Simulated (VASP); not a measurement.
# Si13Ge3 (P1) in VASP: relaxation of volume and atoms at fixed shape with PBEsol

Aim: the relaxation of volume and atoms at fixed shape of Si13Ge3 with PBEsol.

Everything below comes from runs of VASP 6.6.1. Logs are shortened: lines on timing, memory, paths and dates and some standing lists are left out, and cuts for length are marked.

## Step 1: The cell of the first run

The typed cell holds 64 atoms: a = 10.958 Å, b = 10.958 Å, c = 10.958 Å, α = 90.00°, β = 90.00°, γ = 90.00°.

## Step 2: Relaxation of volume and atoms at fixed shape, PBEsol

INCAR

```
PREC = Accurate
ENCUT = 500
EDIFF = 1E-7
ISMEAR = -1
SIGMA = 0.05
LREAL = Auto
LASPH = True
NELM = 120
ALGO = Normal
ISIF = 8
LWAVE = False
LCHARG = False
GGA = PS
IBRION = 2
NSW = 100
EDIFFG = -0.03
ISYM = 0
GGA_COMPAT = False
NELMIN = 4
NCORE = 4
```

KPOINTS

```
Automatic mesh
0
Gamma
  1 1 1
  0.25 0.25 0.25
```

POSCAR

```
Si13Ge3
1.0
   10.9578440000      0.0000000000      0.0000000000
    0.0000000000     10.9578440000      0.0000000000
    0.0000000000      0.0000000000     10.9578440000
Si Ge
52 12
Direct
    0.0021330000      0.0024440000      0.0015390000
    0.9995390000      0.9979300000      0.4988910000
    0.9967810000      0.4985650000      0.0009650000
    0.9979560000      0.4980820000      0.4979980000
    0.4991650000      0.0017230000      0.0007490000
    0.4985900000      0.9978000000      0.5019790000
    0.4999620000      0.5016510000      0.9994240000
    0.5002100000      0.5008490000      0.4999210000
    0.1235480000      0.1235140000      0.1251740000
    0.1260370000      0.1251820000      0.6242320000
    0.1239330000      0.6242640000      0.1258860000
    0.1252830000      0.6270660000      0.6278230000
    0.6257090000      0.1285610000      0.1251080000
    0.6241600000      0.1250370000      0.6254860000
    0.6249310000      0.6243730000      0.1245250000
    0.6240960000      0.6241970000      0.6222370000
    0.2545690000      0.2494440000      0.5019480000
    0.2507860000      0.7491130000      0.0005770000
    0.2484720000      0.7478040000      0.5015190000
    0.7495850000      0.2492640000      0.4980380000
    0.7536130000      0.7487380000      0.5009330000
    0.3731500000      0.3748460000      0.1236990000
    0.3723990000      0.3783110000      0.6254670000
    0.3755310000      0.8768210000      0.1254450000
    0.8760310000      0.3756780000      0.1255770000
    0.8705780000      0.3740430000      0.6246910000
    0.8748460000      0.8766400000      0.1236360000
    0.8739140000      0.8765970000      0.6260790000
    0.2500010000      0.0002610000      0.7471010000
    0.2486810000      0.4975830000      0.2482840000
    0.7451800000      0.9993700000      0.2499110000
    0.7506400000      0.0005720000      0.7521410000
    0.7471380000      0.4998480000      0.2525990000
    0.7488250000      0.4983000000      0.7504130000
    0.3739740000      0.1238810000      0.3710250000
    0.3777820000      0.1254440000      0.8750590000
    0.3763790000      0.6225530000      0.3729900000
    0.3746020000      0.6295750000      0.8749570000
    0.8724050000      0.1252020000      0.3729030000
    0.8731810000      0.1222240000      0.8740230000
    0.8749220000      0.6241090000      0.3796610000
    0.0019750000      0.2468150000      0.2493500000
    0.4997800000      0.2491290000      0.2482650000
    0.5000800000      0.2491410000      0.7488130000
    0.4982480000      0.7504340000      0.2490580000
    0.4963500000      0.7516510000      0.7504700000
    0.1263980000      0.3760790000      0.3744830000
    0.1271850000      0.3725350000      0.8759780000
    0.1247280000      0.8729160000      0.3751460000
    0.6261180000      0.3732130000      0.3740980000
    0.6233600000      0.3724940000      0.8764760000
    0.6265160000      0.8760620000      0.3725600000
    0.2512710000      0.2524170000      0.0019740000
    0.7505560000      0.2501220000      0.9980870000
    0.7504530000      0.7506310000      0.0043770000
    0.3756180000      0.8735360000      0.6253750000
    0.2494750000      0.9986530000      0.2488630000
    0.2498830000      0.4995500000      0.7492230000
    0.8738930000      0.6239170000      0.8757590000
    0.0004050000      0.2536600000      0.7483640000
    0.0016800000      0.7515080000      0.2458960000
    0.0013190000      0.7514860000      0.7518730000
    0.1259550000      0.8782380000      0.8745440000
    0.6242350000      0.8755770000      0.8750990000
```

Potentials or basis: VASP PAW PBE potentials, release 64 (Si, Ge_d).

The run is started by

```sh
$ cat potpaw_PBE.64/Si/POTCAR potpaw_PBE.64/Ge_d/POTCAR > POTCAR
$ mpirun -np 4 vasp_std > vasp.out
```

OUTCAR:

```text
PREC = Accurate
   ENCUT = 500
   EDIFF = 1E-7
   ISMEAR = -1
   LREAL = Auto
   LASPH = True
   NELM = 120
   ISIF = 8
   GGA = PS
   IBRION = 2
   NSW = 100
   EDIFFG = -0.03
   ISYM = 0
   NELMIN = 4

 ion  position               nearest neighbor table
   1  0.002  0.002  0.002-   9 2.32  63 2.37  27 2.37  40 2.38
   2  1.000  0.998  0.499-  49 2.37  28 2.37  10 2.40  39 2.41
   3  0.997  0.499  0.001-  25 2.33  59 2.36  11 2.39  48 2.41
   4  0.998  0.498  0.498-  41 2.33  47 2.37  26 2.39  12 2.44
   5  0.499  0.002  0.001-  36 2.35  24 2.36  64 2.38  13 2.39
   6  0.499  0.998  0.502-  56 2.34  14 2.38  52 2.40  35 2.42
[... 56 lines left out ...]
  63  0.126  0.878  0.875-  29 2.36  62 2.37   1 2.37  18 2.40
  64  0.624  0.876  0.875-  32 2.37  46 2.38   5 2.38  55 2.41

IMPORTANT INFORMATION: All symmetrisations will be switched off!
NOSYMM: (Re-)initialisation of all symmetry stuff for point group C_1.

----------------------------------------------------------------------------------------

                                     Primitive cell

  volume of cell :    1315.7559

  direct lattice vectors                    reciprocal lattice vectors
    10.957844000  0.000000000  0.000000000     0.091258828  0.000000000  0.000000000
     0.000000000 10.957844000  0.000000000     0.000000000  0.091258828  0.000000000
     0.000000000  0.000000000 10.957844000     0.000000000  0.000000000  0.091258828

  length of vectors
    10.957844000 10.957844000 10.957844000     0.091258828  0.091258828  0.091258828

  position of ions in fractional coordinates (direct lattice)
     0.002133000  0.002444000  0.001539000
     0.999539000  0.997930000  0.498891000
     0.996781000  0.498565000  0.000965000
     0.997956000  0.498082000  0.497998000
     0.499165000  0.001723000  0.000749000
     0.498590000  0.997800000  0.501979000
[... 56 lines left out ...]
     0.125955000  0.878238000  0.874544000
     0.624235000  0.875577000  0.875099000

  ion indices of the primitive-cell ions
   primitive index   ion index
                 1           1
                 2           2
                 3           3
                 4           4
                 5           5
                 6           6
[... 56 lines left out ...]
                63          63
                64          64

[... 67 lines left out ...]
   IALGO  =     38    algorithm
   IMIX   =      4    mixing-type and parameters
     AMIX     =   0.40;   BMIX     =  1.00
     AMIX_MAG =   1.60;   BMIX_MAG =  1.00
  volume/ion in A,a.u.               =      20.56       138.74
  Fermi-wavevector in a.u.,A,eV,Ry     =   1.078315  2.037720 15.820356  1.162763
  Thomas-Fermi vector in A             =   2.214250
   LORBIT       =      0    0 simple, 1 ext, 2 COOP (PROOUT), +10 PAW based schemes
   GGA     = PS    functional components
   LHFCALC =     F    Hartree Fock is set to
   AEXX    =    0.0000 exact exchange contribution
   IVDW    =     0    specifies the selected vdW correction
   LEPSILON=     F    determine dielectric tensor
   LRPA    =     F    only Hartree local field effects (RPA)
 conjugate gradient relaxation of ions
 non-spin polarized calculation
  energy-cutoff  :      500.00
  volume of cell :     1315.76
 maximum number of plane-waves:     33410
   NGX = 39   NGY = 39   NGZ = 39

--------------------------------------- Ionic step        1  -------------------------------------------

 number of electron     376.0000029 magnetization

 Free energy of the ion-electron system (eV)
  ---------------------------------------------------
  ext. energy  EPLUGINS =         0.00000000
  ---------------------------------------------------
  free energy    TOTEN  =      -356.93503493 eV

  energy without entropy =     -356.93490767  energy(sigma->0) =     -356.93497130

------------------------ aborting loop because EDIFF is reached ----------------------------------------

  FORCE on cell =-STRESS in cart. coord.  units (eV):
  Direction    XX          YY          ZZ          XY          YZ          ZX
  --------------------------------------------------------------------------------------
  -------------------------------------------------------------------------------------
  Total       -1.3876407     -1.2923456     -1.4068608      0.3752235      0.4129946     -0.6178992
  in kB       -1.6897104     -1.5736709     -1.7131144      0.4569043      0.5028977     -0.7524071
  external PRESSURE =      -1.6588319 kB  Pullay stress =       0.0000000 kB
[... 275 lines left out ...]
  FREE ENERGIE OF THE ION-ELECTRON SYSTEM (eV)
  ---------------------------------------------------
  free  energy   TOTEN  =      -357.5437236358 eV

  energy  without entropy=     -357.5435880429  energy(sigma->0) =     -357.54365584

[... ionic steps 4 to 7 ...]

--------------------------------------- Ionic step        8  -------------------------------------------

 number of electron     376.0000021 magnetization

------------------------ aborting loop because EDIFF is reached ----------------------------------------
[... 191 lines left out ...]
--------------------------------------- Ionic step       10  -------------------------------------------

 number of electron     376.0000024 magnetization

 Free energy of the ion-electron system (eV)
  ---------------------------------------------------
  ext. energy  EPLUGINS =         0.00000000
  ---------------------------------------------------
  free energy    TOTEN  =      -357.63692920 eV

  energy without entropy =     -357.63678078  energy(sigma->0) =     -357.63685499

 E-fermi :   5.8221     XC(G=0):  -9.6788

 val. band max:        5.3094007027   @ k =  -0.2500  -0.2500   0.2500
 cond. band min:       6.3181675602   @ k =   0.2500  -0.2500   0.2500
 fundamental gap:      1.0087668574
 Fermi energy:         5.8220746582

 k-point     1 :       0.2500    0.2500    0.2500
  band No.  band energies     occupation
      1     -18.7531      2.00000
      2     -18.7227      2.00000
      3     -18.7017      2.00000
      4     -18.6883      2.00000
      5     -18.6359      2.00000
      6     -18.6298      2.00000
[... 801 lines left out ...]
    199       7.4104      0.00000
    200       7.4514      0.00000
 [bands above 200 left out]

------------------------ aborting loop because EDIFF is reached ----------------------------------------

  FORCE on cell =-STRESS in cart. coord.  units (eV):
  Direction    XX          YY          ZZ          XY          YZ          ZX
  --------------------------------------------------------------------------------------
  -------------------------------------------------------------------------------------
  Total       -0.0084522     -0.0513950     -0.0034234      0.0099012     -0.0443326      0.0094391
  in kB       -0.0103240     -0.0627764     -0.0041815      0.0120938     -0.0541501      0.0115294
  external PRESSURE =      -0.0257606 kB  Pullay stress =       0.0000000 kB
[... 79 lines left out ...]
  FREE ENERGIE OF THE ION-ELECTRON SYSTEM (eV)
  ---------------------------------------------------
  free  energy   TOTEN  =      -357.6369292032 eV

  energy  without entropy=     -357.6367807809  energy(sigma->0) =     -357.63685499

 reached required accuracy - stopping structural energy minimisation
```

Wall time 21 min (4 MPI ranks of AMD EPYC 9R45 (Zen 5), shared host); peak memory 0.48 GiB.

What came out:

```yaml
Free_energy: -357.6369 eV
Relaxed_volume: 20.50 Å³/atom
Relaxed_cell: a = 10.947 Å, b = 10.947 Å, c = 10.947 Å, α = 90.00°, β = 90.00°, γ = 90.00°
Space_group_after_relaxing_to_0.1_Å: P1 (No. 1)
Energy_gained_by_relaxing: 11.0 meV/atom
Ionic_steps: 10
Pressure_after_relaxing: 0.0 GPa
Largest_force_after_relaxing: 0.027 eV/Å
Band_gap_on_the_k_mesh: 1.01 eV
```

Forces in eV/Å, atoms in the order of the input:
```
Si  -0.011 -0.022 -0.004
Si   0.006  0.001  0.009
Si   0.001  0.009  0.001
Si   0.004  0.010 -0.004
Si  -0.003 -0.004  0.001
Si   0.000  0.013  0.003
Si   0.004 -0.007 -0.001
Si  -0.003  0.004  0.007
Si  -0.009 -0.004 -0.003
Si   0.005 -0.003  0.016
Si   0.006  0.008 -0.008
Si   0.016  0.008  0.000
Si  -0.014 -0.016  0.007
Si   0.004  0.001  0.011
Si   0.001  0.001 -0.013
Si   0.001 -0.005  0.004
Si  -0.010 -0.001  0.001
Si  -0.005  0.004 -0.012
Si   0.002  0.012  0.005
Si   0.004  0.013  0.000
Si  -0.013  0.003  0.002
Si  -0.001 -0.010  0.005
Si  -0.006 -0.017 -0.001
Si  -0.002 -0.007 -0.009
Si   0.001 -0.002 -0.022
Si   0.011  0.013  0.014
Si   0.002 -0.004 -0.003
Si   0.000 -0.011  0.000
Si  -0.005 -0.009  0.018
Si   0.012  0.002 -0.003
Si   0.010  0.000 -0.009
Si   0.011 -0.005 -0.002
Si   0.008 -0.003 -0.015
Si   0.010  0.004  0.011
Si  -0.006  0.015  0.002
Si  -0.004  0.000  0.012
Si  -0.003  0.013  0.014
Si   0.000 -0.006  0.001
Si   0.003  0.000 -0.001
Si  -0.006 -0.017  0.020
Si  -0.009  0.002  0.002
Si   0.000  0.008 -0.014
Si   0.003 -0.015  0.006
Si  -0.001 -0.007  0.016
Si  -0.002  0.006 -0.002
Si   0.004 -0.013  0.008
Si  -0.006  0.002 -0.006
Si  -0.002  0.012 -0.001
Si   0.001  0.013 -0.005
Si  -0.006  0.011 -0.013
Si   0.004  0.002 -0.012
Si  -0.006  0.013 -0.005
Ge  -0.010 -0.007 -0.003
Ge  -0.004 -0.005  0.001
Ge   0.007 -0.001 -0.015
Ge  -0.004 -0.002  0.003
Ge   0.005  0.011 -0.006
Ge  -0.002  0.003 -0.005
Ge   0.005  0.001 -0.002
Ge   0.002 -0.013  0.019
Ge   0.009  0.013 -0.011
Ge   0.006 -0.005 -0.007
Ge  -0.012 -0.012  0.004
Ge  -0.003  0.002 -0.007
```

The path:
| step | energy change (eV) | largest force (eV/Å) | pressure (GPa) | volume (Å³) |
| --- | --- | --- | --- | --- |
| 1 | 0.0000 | 1.0572 | -0.17 | 1315.76 |
| 2 | -0.6045 | 0.2990 | -0.01 | 1311.71 |
| 3 | -0.6087 | 0.3073 | 0.02 | 1311.34 |
| 4 | -0.6651 | 0.1526 | 0.00 | 1311.52 |
| 5 | -0.6769 | 0.1751 | 0.00 | 1311.65 |
| 6 | -0.6917 | 0.0740 | 0.00 | 1311.67 |
| 7 | -0.6947 | 0.0895 | 0.00 | 1311.69 |
| 8 | -0.6999 | 0.0485 | 0.00 | 1311.68 |
| 9 | -0.7003 | 0.0399 | 0.00 | 1311.67 |
| 10 | -0.7019 | 0.0268 | 0.00 | 1311.70 |

Final structure:
```
Si Ge
1.0
    10.94658    0.00000    0.00000
     0.00000   10.94658    0.00000
     0.00000    0.00000   10.94658
Si Ge
52 12
Direct
  0.99786 0.00266 0.00193
  0.99965 0.00040 0.49921
  0.00168 0.49756 0.00292
  0.99875 0.49845 0.49885
  0.49761 0.00194 0.00102
  0.50246 0.00106 0.49793
  0.50013 0.50039 0.00065
  0.49995 0.49974 0.49865
  0.12173 0.12595 0.12643
  0.12657 0.12469 0.62179
  0.12725 0.62317 0.12422
  0.12420 0.62356 0.62067
  0.62259 0.12457 0.12685
  0.62540 0.12586 0.62378
  0.62306 0.62244 0.12887
  0.62398 0.62478 0.62355
  0.25145 0.25020 0.49900
  0.25296 0.74851 0.00214
  0.24866 0.74699 0.49768
  0.74940 0.24933 0.49870
  0.74922 0.75003 0.49994
  0.37662 0.37677 0.12663
  0.37665 0.37391 0.62316
  0.37699 0.87349 0.12492
  0.87612 0.37626 0.12867
  0.87187 0.37547 0.62199
  0.87457 0.87914 0.12671
  0.87259 0.87771 0.62208
  0.25103 0.00362 0.74858
  0.24994 0.49918 0.25038
  0.74856 0.00082 0.25099
  0.75036 0.00209 0.74736
  0.74911 0.49910 0.25215
  0.74631 0.49767 0.74681
  0.37741 0.12683 0.37556
  0.37666 0.12529 0.87276
  0.37447 0.62399 0.37410
  0.37698 0.62607 0.87677
  0.87443 0.12494 0.37497
  0.87455 0.12302 0.87386
  0.87273 0.62327 0.37673
  0.99938 0.25021 0.25204
  0.50015 0.25130 0.25034
  0.50044 0.24996 0.74835
  0.49972 0.74927 0.25117
  0.49972 0.74723 0.74918
  0.12531 0.37437 0.37528
  0.12358 0.37561 0.87647
  0.12437 0.87377 0.37827
  0.62488 0.37415 0.37533
  0.62213 0.37607 0.87332
  0.62536 0.87412 0.37454
  0.25054 0.25002 0.00062
  0.74956 0.25069 0.00026
  0.74898 0.74997 0.00467
  0.37471 0.87427 0.62318
  0.24975 0.99942 0.25116
  0.25030 0.50028 0.74999
  0.87414 0.62016 0.87504
  0.99945 0.25038 0.74809
  0.99942 0.74927 0.25031
  0.99968 0.75093 0.74631
  0.12754 0.87781 0.87757
  0.62309 0.87704 0.87327
```

Levels at points of the mesh, in eV from the valence-band top:
```tsv
k point	band 184	band 185	band 186	band 187	band 188	band 189	band 190	band 191	band 192	band 193
(0.25, 0.25, 0.25)	-0.53	-0.50	-0.48	-0.01	0.00	1.01	1.05	1.13	1.50	1.52
```

Caveat: the PAW data sets were made with another functional, which shifts forces and pressure a little; a shifted mesh leaves out Γ, where band edges can lie.
